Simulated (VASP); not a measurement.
# Cd (P6_3/mmc) in VASP: relaxation of volume and atoms at fixed shape with LDA

Aim: the relaxation of volume and atoms at fixed shape of Cd with LDA.

All numbers are computed with VASP 6.6.1; they aren't measurements. Logs are shortened: lines on timing, memory, paths and dates and some standing lists are left out, and cuts for length are marked.

### 1 The cell of the first run

Symmetry: P6_3/mmc, No. 194, hexagonal system. Conventional cell: a = 2.979 Å, b = 2.979 Å, c = 5.618 Å, α = 90.00°, β = 90.00°, γ = 120.00°. Cd (site symmetry -6m2) has 12 Cd at 2.98 to 3.29 Å within 3.9 Å.

### 2 Relaxation of volume and atoms at fixed shape, LDA

Contents of INCAR:

```
PREC = Accurate ; ENCUT = 600
EDIFF = 1E-6 ; ISMEAR = 0
SIGMA = 0.05 ; LREAL = F
LASPH = T ; NELM = 80
ALGO = Normal ; ISIF = 8
LWAVE = F ; LCHARG = F
IBRION = 2 ; NSW = 80
EDIFFG = -0.02
```

Contents of KPOINTS:

```
Automatic mesh
0
Gamma
  16 16 7
```

Contents of POSCAR:

```
Cd
1.0
    2.9788700000      0.0000000000      0.0000000000
   -1.4894350000      2.5797770900      0.0000000000
    0.0000000000      0.0000000000      5.6176500000
Cd
2
Direct
    0.3333333346      0.6666666693      0.2500000000
    0.6666666673      0.3333333346      0.7500000000
```

Potentials or basis: VASP PAW LDA potentials, release 64 (Cd).

Run with:

```
> cat potpaw_LDA.64/Cd/POTCAR > POTCAR
> mpirun -np 1 vasp_std > vasp.out
```

OUTCAR:

```text
PREC = Accurate
   ENCUT = 600
   EDIFF = 1E-6
   ISMEAR = 0
   LREAL = F
   LASPH = T
   NELM = 80
   ISIF = 8
   IBRION = 2
   NSW = 80
   EDIFFG = -0.02

 ion  position               nearest neighbor table
   1  0.333  0.667  0.250-   2 3.29   2 3.29   2 3.29   2 3.29   2 3.29   2 3.29
   2  0.667  0.333  0.750-   1 3.29   1 3.29   1 3.29   1 3.29   1 3.29   1 3.29

  LATTYP: Found a hexagonal cell.
 ALAT       =     2.9788700000
 C/A-ratio  =     1.8858325472

  Lattice vectors:

 A1 = (   2.9788700000,   0.0000000000,   0.0000000000)
 A2 = (  -1.4894350000,   2.5797770900,   0.0000000000)
 A3 = (   0.0000000000,   0.0000000000,   5.6176500000)

Analysis of symmetry for initial positions (statically):
=====================================================================
 Subroutine PRICEL returns:
 Original cell was already a primitive cell.

 Routine SETGRP: Setting up the symmetry group for a
 hexagonal supercell.

 Subroutine GETGRP returns: Found 24 space group operations
 (whereof 12 operations were pure point group operations)
 out of a pool of 24 trial point group operations.

The static configuration has the point symmetry D_3d.
 The point group associated with its full space group is D_6h.

Analysis of symmetry for dynamics (positions and initial velocities):
=====================================================================
 Subroutine PRICEL returns:
 Original cell was already a primitive cell.

 Routine SETGRP: Setting up the symmetry group for a
 hexagonal supercell.

 Subroutine GETGRP returns: Found 24 space group operations
 (whereof 12 operations were pure point group operations)
 out of a pool of 24 trial point group operations.

The dynamic configuration has the point symmetry D_3d.
 The point group associated with its full space group is D_6h.

 Subroutine INISYM returns: Found 24 space group operations
 (whereof 12 operations are pure point group operations),
 and found     1 'primitive' translations

----------------------------------------------------------------------------------------

                                     Primitive cell

  volume of cell :      43.1706

  direct lattice vectors                    reciprocal lattice vectors
     2.978870000  0.000000000  0.000000000     0.335697765  0.193815195  0.000000000
    -1.489435000  2.579777090  0.000000000     0.000000000  0.387630390  0.000000000
     0.000000000  0.000000000  5.617650000     0.000000000  0.000000000  0.178010378

  length of vectors
     2.978870000  2.978869996  5.617650000     0.387630390  0.387630390  0.178010378

  position of ions in fractional coordinates (direct lattice)
     0.333333335  0.666666669  0.250000000
     0.666666667  0.333333335  0.750000000

  ion indices of the primitive-cell ions
   primitive index   ion index
                 1           1
                 2           2

----------------------------------------------------------------------------------------

 KPOINTS: Automatic mesh

Automatic generation of k-mesh.
 Grid dimensions read from file:
 generate k-points for:   16   16    7

 Generating k-lattice:

  Cartesian coordinates                     Fractional coordinates (reciprocal lattice)
     0.020981110  0.012113450  0.000000000     0.062500000  0.000000000  0.000000000
     0.000000000  0.024226899  0.000000000     0.000000000  0.062500000  0.000000000
     0.000000000  0.000000000  0.025430054     0.000000000  0.000000000  0.142857143

  Length of vectors
     0.024226899  0.024226899  0.025430054

  Shift w.r.t. Gamma in fractional coordinates (k-lattice)
     0.000000000  0.000000000  0.000000000

 Subroutine IBZKPT returns following result:
 ===========================================

 Found    120 irreducible k-points:

 Following reciprocal coordinates:
            Coordinates               Weight
  0.000000  0.000000  0.000000      1.000000
  0.062500 -0.000000  0.000000      6.000000
  0.125000 -0.000000  0.000000      6.000000
  0.187500 -0.000000  0.000000      6.000000
  0.250000 -0.000000  0.000000      6.000000
  0.312500  0.000000  0.000000      6.000000
[... 16 lines left out ...]
  0.187500  0.187500  0.000000      6.000000
  0.250000  0.187500  0.000000     12.000000
 [... further k-points ...]
   k-points           NKPTS =    120   k-points in BZ     NKDIM =    120   number of bands    NBANDS=     16
   number of dos      NEDOS =    301   number of ions     NIONS =      2
   total plane-waves  NPLWV =  27648
   dimension x,y,z NGX =    24 NGY =   24 NGZ =   48
   dimension x,y,z NGXF=    48 NGYF=   48 NGZF=   96
   ions per type =               2
   NGX,Y,Z   is equivalent  to a cutoff of  13.39, 13.39, 14.20 a.u.
   NGXF,Y,Z  is equivalent  to a cutoff of  26.79, 26.79, 28.41 a.u.
 SYSTEM =  unknown system
   PREC   = accura    normal or accurate (medium, high low for compatibility)
   ISTART =      0    job   : 0-new  1-cont  2-samecut
   ICHARG =      2    charge: 1-file 2-atom 10-const
   ISPIN  =      1    spin polarized calculation?
   LNONCOLLINEAR =      F non collinear calculations
   LSORBIT =      F    spin-orbit coupling
   LASPH  =      T    aspherical Exc in radial PAW
   ENCUT  =  600.0 eV  44.10 Ry    6.64 a.u.   5.95  5.95 11.22*2*pi/ulx,y,z
   NELM   =     80;   NELMIN=  2; NELMDL= -5     # of ELM steps
   EDIFF  = 0.1E-05   stopping-criterion for ELM
   LREAL  =      F    real-space projection
   EDIFFG = -.2E-01   stopping-criterion for IOM
   NSW    =     80    number of steps for IOM
   IBRION =      2    ionic relax: 0-MD 1-quasi-New 2-CG
   NFREE  =      1    steps in history (QN), initial steepest desc. (CG)
   ISIF   =      8    stress and relaxation
   ISYM   =      2    0-nonsym 1-usesym 2-fastsym
   POTIM  = 0.5000    time-step for ionic-motion
   TEBEG  =    0.0;   TEEND  =   0.0 temperature during run
   PSTRESS=    0.0 pullay stress
   NELECT =      24.0000    total number of electrons
   NUPDOWN=      -1.0000    fix difference up-down
   EMIN   =  10.00;   EMAX   =-10.00  energy-range for DOS
   EFERMI =   0.00;   METHOD = LEGACY
   ISMEAR =     0;   SIGMA  =   0.05  broadening in eV -4-tet -1-fermi 0-gaus
   EFERMI_NEDOS =   21; number of points for ismear=-14 and -15
   IALGO  =     38    algorithm
   IMIX   =      4    mixing-type and parameters
     AMIX     =   0.40;   BMIX     =  1.00
     AMIX_MAG =   1.60;   BMIX_MAG =  1.00
  volume/ion in A,a.u.               =      21.59       145.66
  Fermi-wavevector in a.u.,A,eV,Ry     =   1.346116  2.543790 24.654136  1.812028
  Thomas-Fermi vector in A             =   2.473974
   LORBIT       =      0    0 simple, 1 ext, 2 COOP (PROOUT), +10 PAW based schemes
   GGA     = CA    functional components
   LHFCALC =     F    Hartree Fock is set to
   AEXX    =    0.0000 exact exchange contribution
   IVDW    =     0    specifies the selected vdW correction
   LEPSILON=     F    determine dielectric tensor
   LRPA    =     F    only Hartree local field effects (RPA)
 conjugate gradient relaxation of ions
 non-spin polarized calculation
 Gauss-broadening in eV      SIGMA  =   0.05
  energy-cutoff  :      600.00
  volume of cell :       43.17
 maximum number of plane-waves:      1458
 NGX is ok and might be reduce to    24
   NGX = 11   NGY = 11   NGZ = 23

--------------------------------------- Ionic step        1  -------------------------------------------

 number of electron      24.0000000 magnetization

 Free energy of the ion-electron system (eV)
  ---------------------------------------------------
  ext. energy  EPLUGINS =         0.00000000
  ---------------------------------------------------
  free energy    TOTEN  =        -3.00672843 eV

  energy without entropy =       -3.00598343  energy(sigma->0) =       -3.00635593

------------------------ aborting loop because EDIFF is reached ----------------------------------------

  FORCE on cell =-STRESS in cart. coord.  units (eV):
  Direction    XX          YY          ZZ          XY          YZ          ZX
  --------------------------------------------------------------------------------------
  -------------------------------------------------------------------------------------
  Total       -1.1834341     -1.1834341     -0.9189779      0.0000000      0.0000000      0.0000000
  in kB      -43.9203976    -43.9203974    -34.1057209      0.0000000      0.0000000      0.0000000
  external PRESSURE =     -40.6488386 kB  Pullay stress =       0.0000000 kB

 VOLUME and BASIS-vectors are now :
 -----------------------------------------------------------------------------
  energy-cutoff  :      600.00
  volume of cell :       43.17
      direct lattice vectors                 reciprocal lattice vectors
     2.978870000  0.000000000  0.000000000     0.335697765  0.193815195  0.000000000
    -1.489435000  2.579777090  0.000000000     0.000000000  0.387630390  0.000000000
     0.000000000  0.000000000  5.617650000     0.000000000  0.000000000  0.178010378
[... 37 lines left out ...]
 POSITION                                       TOTAL-FORCE (eV/Angst)
 -----------------------------------------------------------------------------------
     -0.00000      1.67441      1.36731        -0.000000      0.000000      0.000000
      1.45008      0.83721      4.10193         0.000000     -0.000000      0.000000
 -----------------------------------------------------------------------------------
    total drift:                                0.000000     -0.000002      0.000000

  FREE ENERGIE OF THE ION-ELECTRON SYSTEM (eV)
  ---------------------------------------------------
  free  energy   TOTEN  =        -3.0424605229 eV

  energy  without entropy=       -3.0413605670  energy(sigma->0) =       -3.04191054

--------------------------------------- Ionic step        3  -------------------------------------------

 number of electron      24.0000000 magnetization

 Free energy of the ion-electron system (eV)
  ---------------------------------------------------
  ext. energy  EPLUGINS =         0.00000000
  ---------------------------------------------------
  free energy    TOTEN  =        -3.04439411 eV

  energy without entropy =       -3.04336919  energy(sigma->0) =       -3.04388165

 E-fermi :   3.2454     XC(G=0): -11.7252

 val. band max:        3.2248922174   @ k =   0.1875   0.0625   0.1429
 cond. band min:       3.2673327386   @ k =   0.3750   0.2500   0.4286
 fundamental gap:      0.0424405212
 Fermi energy:         3.2454243638

 k-point     1 :       0.0000    0.0000    0.0000
  band No.  band energies     occupation
      1      -6.9318      2.00000
      2      -6.6443      2.00000
      3      -6.1615      2.00000
      4      -6.1615      2.00000
      5      -6.1011      2.00000
      6      -6.1011      2.00000
[... 8 lines left out ...]
     15      18.0593      0.00000
     16      18.7332      0.00000
[... 419 lines left out ...]
 k-point    24 :       0.2500    0.1875    0.0000
  band No.  band energies     occupation
      1      -6.5704      2.00000
      2      -6.4292      2.00000
      3      -6.4142      2.00000
      4      -6.0916      2.00000
      5      -6.0227      2.00000
      6      -5.8060      2.00000
[... 8 lines left out ...]
     15       8.2354      0.00000
     16      11.6125      0.00000

 [... further k-points ...]

------------------------ aborting loop because EDIFF is reached ----------------------------------------

  FORCE on cell =-STRESS in cart. coord.  units (eV):
  Direction    XX          YY          ZZ          XY          YZ          ZX
  --------------------------------------------------------------------------------------
  -------------------------------------------------------------------------------------
  Total        0.0596267      0.0596267     -0.1184652     -0.0000000      0.0000000      0.0000000
  in kB        2.3642858      2.3642858     -4.6973196     -0.0000000      0.0000000      0.0000000
  external PRESSURE =       0.0104173 kB  Pullay stress =       0.0000000 kB

 VOLUME and BASIS-vectors are now :
 -----------------------------------------------------------------------------
  energy-cutoff  :      600.00
  volume of cell :       40.41
      direct lattice vectors                 reciprocal lattice vectors
     2.913885454  0.000000000  0.000000000     0.343184389  0.198137600  0.000000000
    -1.456942727  2.523498823  0.000000000     0.000000000  0.396275200  0.000000000
     0.000000000  0.000000000  5.495100028     0.000000000  0.000000000  0.181980309

 POSITION                                       TOTAL-FORCE (eV/Angst)
 -----------------------------------------------------------------------------------
     -0.00000      1.68233      1.37378        -0.000000      0.000000      0.000000
      1.45694      0.84117      4.12133         0.000000     -0.000000      0.000000
 -----------------------------------------------------------------------------------
    total drift:                                0.000000     -0.000002      0.000000

  FREE ENERGIE OF THE ION-ELECTRON SYSTEM (eV)
  ---------------------------------------------------
  free  energy   TOTEN  =        -3.0443941062 eV

  energy  without entropy=       -3.0433691889  energy(sigma->0) =       -3.04388165

 reached required accuracy - stopping structural energy minimisation
```

Wall time 3.9 min (1 thread of Intel Xeon 8259CL, shared host); peak memory 0.22 GiB.

Results:

* Free energy: -3.0444 eV
* Relaxed volume: 20.20 Å³/atom
* Relaxed cell: a = 2.914 Å, b = 2.914 Å, c = 5.495 Å, α = 90.00°, β = 90.00°, γ = 120.00°
* Space group after relaxing (to 0.1 Å): P6_3/mmc (No. 194)
* Energy gained by relaxing: 18.8 meV/atom
* Ionic steps: 3
* Pressure after relaxing: 0.0 GPa
* Band gap on the k mesh: zero (bands 12 and 13 overlap by 4.01 eV)

Step by step:
```csv
step,energy change (eV),largest force (eV/Å),pressure (GPa),volume (Å³)
1,0.0000,0.0000,-4.06,43.17
2,-0.0357,0.0000,1.10,39.84
3,-0.0377,0.0000,0.00,40.41
```

Final structure:
```
Cd
1.0
     2.91389    0.00000    0.00000
    -1.45694    2.52350    0.00000
     0.00000    0.00000    5.49510
Cd
2
Direct
  0.33333 0.66667 0.25000
  0.66667 0.33333 0.75000
```

The gap in the log of VASP goes by the Fermi energy; the results here count the filled bands.